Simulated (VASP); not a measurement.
# SnSe (P6_3mc) in VASP: a series of runs, part 2 of 2

VASP 6.6.1.

### 3 Relaxation of cell and atoms, PBE

INCAR

```
ALGO = Normal
EDIFF = 1E-7
EDIFFG = -0.02
ENCUT = 600
GGA = PE
IBRION = 2
ISIF = 3
ISMEAR = -1
LASPH = True
LCHARG = False
LREAL = False
LWAVE = False
NELM = 80
NSW = 80
PREC = Accurate
SIGMA = 0.01
```

KPOINTS

```
k-points
0
Gamma
  5 5 4
```

POSCAR

```
SnSe
1.0
    5.1351063506      0.0000000000      0.0000000000
   -2.5675531753      4.4471325508      0.0000000000
    0.0000000000      0.0000000000      6.0086642851
Sn Se
2 2
Direct
    0.3333333333      0.6666666667     -0.0618808683
    0.6666666667      0.3333333333      0.4381191317
    0.3333333333      0.6666666667      0.4368808683
    0.6666666667      0.3333333333      0.9368808683
```

Potentials or basis: VASP PAW PBE potentials, release 64 (Sn_d, Se).

Run with:

```sh
cat potpaw_PBE.64/Sn_d/POTCAR potpaw_PBE.64/Se/POTCAR > POTCAR
mpirun -np 1 vasp_std > vasp.out
```

OUTCAR:

```text
EDIFF = 1E-7
   EDIFFG = -0.02
   ENCUT = 600
   GGA = PE
   IBRION = 2
   ISIF = 3
   ISMEAR = -1
   LASPH = True
   LREAL = False
   NELM = 80
   NSW = 80
   PREC = Accurate

 ion  position               nearest neighbor table
   1  0.333  0.667  0.938-   4 2.96   4 2.96   4 2.96   3 3.00   3 3.01
   2  0.667  0.333  0.438-   3 2.96   3 2.96   3 2.96   4 3.00   4 3.01
   3  0.333  0.667  0.437-   2 2.96   2 2.96   2 2.96   1 3.00   1 3.01
   4  0.667  0.333  0.937-   1 2.96   1 2.96   1 2.96   2 3.00   2 3.01

  LATTYP: Found a hexagonal cell.
 ALAT       =     5.1351063506
 C/A-ratio  =     1.1701148671

  Lattice vectors:

 A1 = (   5.1351063506,   0.0000000000,   0.0000000000)
 A2 = (  -2.5675531753,   4.4471325508,   0.0000000000)
[... 180 lines left out ...]
  -------------------------------------------------------------------------------------
  Total       -0.4235678     -0.4235678      1.6649622      0.0000000      0.0000000      0.0000000
  in kB       -4.9456802     -4.9456802     19.4405035      0.0000000      0.0000000      0.0000000
  external PRESSURE =       3.1830477 kB  Pullay stress =       0.0000000 kB
[... 101 lines left out ...]
--------------------------------------- Ionic step        4  -------------------------------------------

 number of electron      39.9999991 magnetization

 Free energy of the ion-electron system (eV)
  ---------------------------------------------------
  ext. energy  EPLUGINS =         0.00000000
  ---------------------------------------------------
  free energy    TOTEN  =       -16.02181290 eV

  energy without entropy =      -16.02181290  energy(sigma->0) =      -16.02181290

 E-fermi :   3.6995     XC(G=0):  -8.2676

 val. band max:        3.4503429042   @ k =   0.4000   0.2000   0.5000
 cond. band min:       4.4007143850   @ k =   0.4000   0.2000   0.5000
 fundamental gap:      0.9503714808
 Fermi energy:         3.6995123205

 k-point     1 :       0.0000    0.0000    0.0000
  band No.  band energies     occupation
      1     -18.0775      2.00000
      2     -18.0634      2.00000
      3     -18.0634      2.00000
      4     -18.0633      2.00000
      5     -18.0633      2.00000
      6     -18.0629      2.00000
[... 425 lines left out ...]
  FREE ENERGIE OF THE ION-ELECTRON SYSTEM (eV)
  ---------------------------------------------------
  free  energy   TOTEN  =       -16.0218129022 eV

  energy  without entropy=      -16.0218129022  energy(sigma->0) =      -16.02181290

 reached required accuracy - stopping structural energy minimisation
```

CONTCAR:

```text
SnSe
   1.00000000000000
     5.0992506406438816    0.0000000000000000    0.0000000000000000
    -2.5496253203219408    4.4160805951063224    0.0000000000000000
     0.0000000000000000   -0.0000000000000000    6.1262072912596945
  Sn              Se
     2     2
Direct
     0.3333333332999970    0.6666666667000030    0.9381585558240031
     0.6666666667000030    0.3333333332999970    0.4381585558240031
     0.3333333332999970    0.6666666667000030    0.4368414441759969
     0.6666666667000030    0.3333333332999970    0.9368414441759969

  0.00000000E+00  0.00000000E+00  0.00000000E+00
  0.00000000E+00  0.00000000E+00  0.00000000E+00
  0.00000000E+00  0.00000000E+00  0.00000000E+00
  0.00000000E+00  0.00000000E+00  0.00000000E+00
```

It took 4.1 min on 1 thread of Intel Xeon 8259CL, shared host; peak memory 0.31 GiB.

Results:

| Property | Result |
| --- | --- |
| Free energy | -16.0218 eV |
| Relaxed volume | 34.49 Å³/atom |
| Relaxed cell | a = 5.099 Å, b = 5.099 Å, c = 6.126 Å, α = 90.00°, β = 90.00°, γ = 120.00° |
| Space group after relaxing (to 0.1 Å) | P6_3/mmc (No. 194) |
| Energy gained by relaxing | 4.6 meV/atom |
| Ionic steps | 4 |
| Pressure after relaxing | 0.0 GPa |
| Largest force after relaxing | 0.003 eV/Å |
| Band gap on the k mesh | 0.95 eV |

Forces on the atoms (eV/Å):
```
Sn   0.000  0.000  0.003
Sn   0.000  0.000  0.003
Se   0.000  0.000 -0.003
Se   0.000  0.000 -0.003
```

Step by step:
```
step  energy change (eV)  largest force (eV/Å)  pressure (GPa)  volume (Å³)
   1              0.0000                0.0013            0.32       137.22
   2             -0.0183                0.0036           -0.14       138.55
   3             -0.0183                0.0037           -0.14       138.55
   4             -0.0185                0.0035            0.01       137.95
```

Final structure:
```
CELL_PARAMETERS angstrom
5.09925 0.00000 0.00000
-2.54963 4.41608 0.00000
0.00000 0.00000 6.12621
ATOMIC_POSITIONS crystal
Sn 0.33333 0.66667 0.93816
Sn 0.66667 0.33333 0.43816
Se 0.33333 0.66667 0.43684
Se 0.66667 0.33333 0.93684
```

Caveat: spin-orbit coupling is left out, which moves the levels of the heavy elements; an odd mesh through Γ misses points on the zone boundary, where band edges can lie.
